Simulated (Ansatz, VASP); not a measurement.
**One calculation of CsTlSe2, two programs**

```
Cs Tl Se
1.0
     4.32723    0.00000    0.00000
    -2.16361    3.74749    0.00000
     0.00000    0.00000   16.62455
Cs Tl Se
2 2 4
Cartesian
  0.0000 2.4983 12.4684
  2.1636 1.2492 4.1561
  0.0000 0.0000 8.3123
  0.0000 0.0000 0.0000
  0.0000 2.4983 6.7754
  2.1636 1.2492 15.0877
  2.1636 1.2492 9.8492
  0.0000 2.4983 1.5369
```

Alike in both runs: functional PBE; k mesh 6 × 6 × 1; occupations gaussian, width 0.1 eV; no spin polarisation.

Ansatz relaxed the structure, and its values are those at the end. VASP's run is a single point on that final structure, the one shown.

|  | VASP | Ansatz |
| --- | --- | --- |
| version | VASP 6.6.1 | Ansatz 0.2.0 |
| potentials or method | VASP PAW PBE potentials, release 64 (Cs_sv, Tl_d, Se), cutoff 520 eV | scalar-relativistic, plane waves, PAW |
| valence electrons in the cell | 68 | 108 |

VASP gave:

- gap on the k mesh at the Fermi level (eV): 0.25
- least direct gap on the mesh (eV): 0.34
- pressure (GPa): 0.1

**Question.** What did Ansatz give for the same quantities?

**Answer.** gap on the k mesh at the Fermi level (eV): 0.26; least direct gap on the mesh (eV): 0.35; pressure (GPa): 0.0.

VASP's potentials hold 68 valence electrons a cell and Ansatz's 108, so a difference there can come from the potentials and not from the codes.

Spin-orbit coupling is off throughout.
